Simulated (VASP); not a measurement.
# AlGaOs (I4mm) in VASP: a series of runs

AlGaOs is run at these levels: PBE; tasks: single point.

Program: VASP 6.6.1. These are calculated values, not measurements. Logs are shortened: lines on timing, memory, paths and dates and some standing lists are left out, and cuts for length are marked.

## 1. The cell of the first run

Symmetry: I4mm, No. 107, tetragonal system. The conventional cell has a = 3.208 Å, b = 3.208 Å, c = 8.293 Å, α = 90.00°, β = 90.00°, γ = 90.00°. Al (site symmetry 4mm) has 5 Os at 2.63 to 2.81 Å and 5 Ga at 2.68 to 2.72 Å and 4 Al at 3.21 Å within 3.5 Å. Ga (site symmetry 4mm) has 5 Os at 2.66 to 2.76 Å and 5 Al at 2.68 to 2.72 Å and 4 Ga at 3.21 Å within 3.5 Å. Within 3.5 Å of Os (site symmetry 4mm) lie 5 Al at 2.63 to 2.81 Å and 5 Ga at 2.66 to 2.76 Å and 4 Os at 3.21 Å.

## 2. Single point, PBE

INCAR reads:

```
SYSTEM = AlGaOs
ALGO = Normal
EDIFF = 1E-6
ENCUT = 520
GGA = PE
ISIF = 2
ISMEAR = 0
LASPH = .TRUE.
LCHARG = .TRUE.
LELF = .TRUE.
LREAL = .FALSE.
LVHAR = .TRUE.
LWAVE = .FALSE.
NBANDS = 19
NELM = 100
PREC = Accurate
SIGMA = 0.01
```

KPOINTS reads:

```
k-points
0
G
  16 16 16
  0 0 0
```

POSCAR reads:

```
AlGaOs
1.0
   -1.6041396702      1.6041396702      4.1464962069
    1.6041396702     -1.6041396702      4.1464962069
    1.6041396702      1.6041396702     -4.1464962069
Al Ga Os
1 1 1
Direct
    0.3370888148      0.3370888148      0.0000000000
    0.6649635126      0.6649635126      0.0000000000
   -0.0020523274     -0.0020523274      0.0000000000
```

Potentials or basis: VASP PAW PBE potentials, release 64 (Al, Ga_d, Os).

Launch:

```
cat potpaw_PBE.64/Al/POTCAR potpaw_PBE.64/Ga_d/POTCAR potpaw_PBE.64/Os/POTCAR > POTCAR
mpirun -np 1 vasp_std > vasp.out
```

OUTCAR:

```text
SYSTEM = AlGaOs
   EDIFF = 1E-6
   ENCUT = 520
   GGA = PE
   ISIF = 2
   ISMEAR = 0
   LASPH = .TRUE.
   LREAL = .FALSE.
   NELM = 100
   PREC = Accurate

 ion  position               nearest neighbor table
   1  0.337  0.337  0.000-   3 2.63   3 2.63   3 2.63   3 2.63   2 2.68   2 2.68   2 2.68   2 2.68
                             2 2.72   3 2.81
   2  0.665  0.665  0.000-   3 2.66   3 2.66   3 2.66   3 2.66   1 2.68   1 2.68   1 2.68   1 2.68
                             1 2.72   3 2.76
   3  0.998  0.998  0.000-   1 2.63   1 2.63   1 2.63   1 2.63   2 2.66   2 2.66   2 2.66   2 2.66
                             2 2.76   1 2.81

  LATTYP: Found a body centered tetragonal cell.
 ALAT       =     3.2082793404
 C/A-ratio  =     2.5848723050

  Lattice vectors:

 A1 = (  -1.6041396702,   1.6041396702,   4.1464962069)
 A2 = (   1.6041396702,  -1.6041396702,   4.1464962069)
 A3 = (   1.6041396702,   1.6041396702,  -4.1464962069)

Analysis of symmetry for initial positions (statically):
=====================================================================
 Subroutine PRICEL returns:
 Original cell was already a primitive cell.

 Routine SETGRP: Setting up the symmetry group for a
 body centered tetragonal supercell.

 Subroutine GETGRP returns: Found  8 space group operations
 (whereof  8 operations were pure point group operations)
 out of a pool of 16 trial point group operations.

The static configuration has the point symmetry C_4v.

Analysis of symmetry for dynamics (positions and initial velocities):
=====================================================================
 Subroutine PRICEL returns:
 Original cell was already a primitive cell.

 Routine SETGRP: Setting up the symmetry group for a
 body centered tetragonal supercell.

 Subroutine GETGRP returns: Found  8 space group operations
 (whereof  8 operations were pure point group operations)
 out of a pool of 16 trial point group operations.

The dynamic configuration has the point symmetry C_4v.

 Subroutine INISYM returns: Found  8 space group operations
 (whereof  8 operations are pure point group operations),
 and found     1 'primitive' translations

----------------------------------------------------------------------------------------

                                     Primitive cell

  volume of cell :      42.6801
[... 75 lines left out ...]
   total plane-waves  NPLWV =  46656
   dimension x,y,z NGX =    36 NGY =   36 NGZ =   36
   dimension x,y,z NGXF=    72 NGYF=   72 NGZF=   72
   ions per type =               1   1   1
   NGX,Y,Z   is equivalent  to a cutoff of  12.66, 12.66, 12.66 a.u.
   NGXF,Y,Z  is equivalent  to a cutoff of  25.32, 25.32, 25.32 a.u.
 SYSTEM =  AlGaOs
   PREC   = accura    normal or accurate (medium, high low for compatibility)
   ISTART =      0    job   : 0-new  1-cont  2-samecut
   ICHARG =      2    charge: 1-file 2-atom 10-const
   ISPIN  =      1    spin polarized calculation?
   LNONCOLLINEAR =      F non collinear calculations
   LSORBIT =      F    spin-orbit coupling
   LASPH  =      T    aspherical Exc in radial PAW
   ENCUT  =  520.0 eV  38.22 Ry    6.18 a.u.   8.79  8.79  8.79*2*pi/ulx,y,z
   NELM   =    100;   NELMIN=  2; NELMDL= -5     # of ELM steps
   EDIFF  = 0.1E-05   stopping-criterion for ELM
   LREAL  =      F    real-space projection
[... 7 lines left out ...]
   TEBEG  =    0.0;   TEEND  =   0.0 temperature during run
   PSTRESS=    0.0 pullay stress
   NELECT =      24.0000    total number of electrons
   NUPDOWN=      -1.0000    fix difference up-down
   EMIN   =  10.00;   EMAX   =-10.00  energy-range for DOS
   EFERMI =   0.00;   METHOD = LEGACY
   ISMEAR =     0;   SIGMA  =   0.01  broadening in eV -4-tet -1-fermi 0-gaus
   EFERMI_NEDOS =   21; number of points for ismear=-14 and -15
   IALGO  =     38    algorithm
   IMIX   =      4    mixing-type and parameters
     AMIX     =   0.40;   BMIX     =  1.00
     AMIX_MAG =   1.60;   BMIX_MAG =  1.00
  volume/ion in A,a.u.               =      14.23        96.01
  Fermi-wavevector in a.u.,A,eV,Ry     =   1.351253  2.553498 24.842673  1.825885
  Thomas-Fermi vector in A             =   2.478690
   LORBIT       =      0    0 simple, 1 ext, 2 COOP (PROOUT), +10 PAW based schemes
   GGA     = PE    functional components
   LHFCALC =     F    Hartree Fock is set to
   AEXX    =    0.0000 exact exchange contribution
   IVDW    =     0    specifies the selected vdW correction
   LEPSILON=     F    determine dielectric tensor
   LRPA    =     F    only Hartree local field effects (RPA)
 non-spin polarized calculation
 Gauss-broadening in eV      SIGMA  =   0.01
  energy-cutoff  :      520.00
  volume of cell :       42.68
 maximum number of plane-waves:      1168
   NGX = 17   NGY = 17   NGZ = 17

 number of electron      23.9999998 magnetization

 Free energy of the ion-electron system (eV)
  ---------------------------------------------------
  ext. energy  EPLUGINS =         0.00000000
  ---------------------------------------------------
  free energy    TOTEN  =       -18.97191552 eV

  energy without entropy =      -18.97191552  energy(sigma->0) =      -18.97191552

 E-fermi :   8.7714     XC(G=0): -12.4055

 val. band max:        8.7055164688   @ k =  -0.1875   0.1875   0.0000
 cond. band min:       8.8922271272   @ k =  -0.3750   0.3750   0.3750
 fundamental gap:      0.1867106584
 Fermi energy:         8.7714301379

 k-point     1 :       0.0000    0.0000    0.0000
  band No.  band energies     occupation
      1      -6.1669      2.00000
      2      -6.0943      2.00000
      3      -6.0379      2.00000
      4      -6.0314      2.00000
      5      -6.0314      2.00000
      6      -3.2138      2.00000
[... 505 lines left out ...]
      6      -3.0852      2.00000
[... 11 lines left out ...]
     18      16.1267      0.00000
     19      16.6261      0.00000

 [... further k-points ...]
[... 5 lines left out ...]
  --------------------------------------------------------------------------------------
  -------------------------------------------------------------------------------------
  Total        0.0298024      0.0298024      0.0432908      0.0000000      0.0000000      0.0000000
  in kB        1.1187596      1.1187596      1.6251009      0.0000000      0.0000000      0.0000000
  external PRESSURE =       1.2875400 kB  Pullay stress =       0.0000000 kB

 VOLUME and BASIS-vectors are now :
 -----------------------------------------------------------------------------
  energy-cutoff  :      520.00
  volume of cell :       42.68
      direct lattice vectors                 reciprocal lattice vectors
    -1.604139670  1.604139670  4.146496207     0.000000000  0.311693557  0.120583735
     1.604139670 -1.604139670  4.146496207     0.311693557  0.000000000  0.120583735
     1.604139670  1.604139670 -4.146496207     0.311693557  0.311693557  0.000000000

 POSITION                                       TOTAL-FORCE (eV/Angst)
 -----------------------------------------------------------------------------------
      0.00000      0.00000      2.79547         0.000000      0.000000      0.000505
      0.00000      0.00000      5.51454        -0.000000     -0.000000      0.011671
      0.00000      0.00000      8.27597         0.000000      0.000000     -0.012176
 -----------------------------------------------------------------------------------
    total drift:                               -0.000001     -0.000001     -0.000096

  FREE ENERGIE OF THE ION-ELECTRON SYSTEM (eV)
  ---------------------------------------------------
  free  energy   TOTEN  =       -18.9719155213 eV

  energy  without entropy=      -18.9719155213  energy(sigma->0) =      -18.97191552
```

OSZICAR:

```text
N       E                     dE             d eps       ncg     rms          rms(c)
DAV:   1     0.151717771769E+03    0.15172E+03   -0.11417E+04 13823   0.188E+03
DAV:   2    -0.421866651069E+01   -0.15594E+03   -0.14943E+03 13546   0.426E+02
DAV:   3    -0.195118147536E+02   -0.15293E+02   -0.14934E+02 15492   0.103E+02
DAV:   4    -0.198738722939E+02   -0.36206E+00   -0.36107E+00 15914   0.159E+01
DAV:   5    -0.198802818795E+02   -0.64096E-02   -0.64083E-02 16547   0.216E+00    0.132E+01
DAV:   6    -0.191373331798E+02    0.74295E+00   -0.39676E+00 18649   0.120E+01    0.305E+00
DAV:   7    -0.190146366669E+02    0.12270E+00   -0.49865E-01 18001   0.674E+00    0.316E+00
DAV:   8    -0.189726906349E+02    0.41946E-01   -0.63359E-02 15924   0.172E+00    0.302E-01
DAV:   9    -0.189720019355E+02    0.68870E-03   -0.54512E-03 17531   0.103E+00    0.134E-01
DAV:  10    -0.189719179290E+02    0.84007E-04   -0.43267E-04 15620   0.158E-01    0.706E-02
DAV:  11    -0.189719155416E+02    0.23874E-05   -0.60021E-05 16885   0.585E-02    0.146E-02
DAV:  12    -0.189719155213E+02    0.20363E-07   -0.63236E-06 15505   0.228E-02
   1 F= -.18971916E+02 E0= -.18971916E+02  d E =-.745961E-24
```

Wall time 2.8 min (1 thread of Intel Xeon 6975P-C (Granite Rapids), shared host); peak memory 0.46 GiB.

What came out:

```
Free energy            : -18.9719 eV
Pressure               : 0.1 GPa
Largest force          : 0.012 eV/Å
Band gap on the k mesh : 0.19 eV, indirect (least direct gap 1.12 eV)
```

Forces in eV/Å, atoms in the order of the input:
```
Al   0.000  0.000  0.001
Ga   0.000  0.000  0.012
Os   0.000  0.000 -0.012
```

Caveat: spin-orbit coupling is left out, which moves the levels of the heavy elements. A k mesh can miss the band edges.

## 3. Single point, PBE

INCAR reads:

```
SYSTEM = AlGaOs
PREC     = Accurate       ! precision mode
ENCUT    = 520            ! plane-wave cutoff, eV
EDIFF    = 1E-6           ! SCF threshold, eV
ISMEAR   = 0              ! smearing method
SIGMA    = 0.01           ! smearing width, eV
LREAL    = .False.        ! projectors in reciprocal space
LASPH    = .True.         ! aspherical terms in the spheres
NELM     = 100            ! most SCF steps
ALGO     = Normal         ! electronic algorithm
ISIF     = 2              ! what is computed and relaxed
LWAVE    = .False.        ! write WAVECAR
LCHARG   = .False.        ! write CHGCAR
GGA      = PE             ! functional
NBANDS   = 19             ! bands
```

KPOINTS reads:

```
regular mesh
0
Gamma
  16 16 16
  0 0 0
```

POSCAR is that of step 2.

Potentials or basis: VASP PAW PBE potentials, release 64 (Al, Ga_d, Os).

Launch:

```
cat potpaw_PBE.64/Al/POTCAR potpaw_PBE.64/Ga_d/POTCAR potpaw_PBE.64/Os/POTCAR > POTCAR
mpirun -np 1 vasp_std > vasp.out
```

Run time: 2.6 min. Hardware: 1 thread of Intel Xeon 6975P-C (Granite Rapids), shared host; peak memory 0.46 GiB.

Results (log left out):

```
Free energy            : -18.9719 eV
Pressure               : 0.1 GPa
Largest force          : 0.012 eV/Å
Band gap on the k mesh : 0.19 eV, indirect (least direct gap 1.12 eV)
```

Forces on the atoms (eV/Å):
```
Al   0.000  0.000  0.001
Ga   0.000  0.000  0.012
Os   0.000  0.000 -0.012
```

Levels at points of the mesh, in eV from the valence-band top:
```csv
k point,band 8,band 9,band 10,band 11,band 12,band 13,band 14,band 15,band 16,band 17
"(0.00, 0.00, 0.00)",-3.80,-2.17,-2.17,-2.03,-0.72,2.99,5.52,5.52,5.56,6.36
"(0.50, 0.00, 0.00)",-4.86,-3.02,-2.83,-2.55,-1.17,0.82,3.17,6.05,6.45,8.09
"(0.50, 0.50, 0.00)",-3.92,-3.71,-3.27,-2.00,-0.45,0.67,1.85,3.00,4.25,5.57
"(0.50, 0.50, 0.50)",-3.91,-2.37,-1.39,-1.39,-0.71,2.19,2.19,6.52,7.21,7.53
```

Caveat: spin-orbit coupling is left out, which moves the levels of the heavy elements. A k mesh can miss the band edges.
